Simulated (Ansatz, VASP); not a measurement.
# KTaO3: VASP beside Ansatz

```xyz
5
Lattice="4.0016 0.0000 0.0000 0.0000 4.0016 0.0000 0.0000 0.0000 4.0016" Properties=species:S:1:pos:R:3 pbc="T T T"
K     2.0008    2.0008    2.0008
Ta    0.0000    0.0000    0.0000
O     2.0008    0.0000    0.0000
O     0.0000    2.0008    0.0000
O     0.0000    0.0000    2.0008
```

Change from the starting cell: volume scaled by 1.01.

Alike in both runs: task single point; functional LDA; k mesh 5 × 5 × 5; occupations fermi-dirac, width 0.01 eV; no spin polarisation.

|  | VASP | Ansatz |
| --- | --- | --- |
| version | VASP 6.6.1 | Ansatz 0.2.0 |
| potentials or method | VASP PAW LDA potentials, release 64 (K_sv, Ta_pv, O), cutoff 600 eV | all-electron LAPW, scalar-relativistic |

Ansatz gave:

- gap on the k mesh at the Fermi level (eV): 2.17
- pressure (GPa): -7.4

Task: What did VASP give for the same quantities?

Result: gap on the k mesh at the Fermi level (eV): 2.11; pressure (GPa): -6.5.

LDA's correlation is that of Perdew and Zunger in VASP and of Perdew and Wang (1992) in Ansatz. Ansatz ran all-electron here, and VASP with PAW potentials.

Spin-orbit coupling is off throughout.
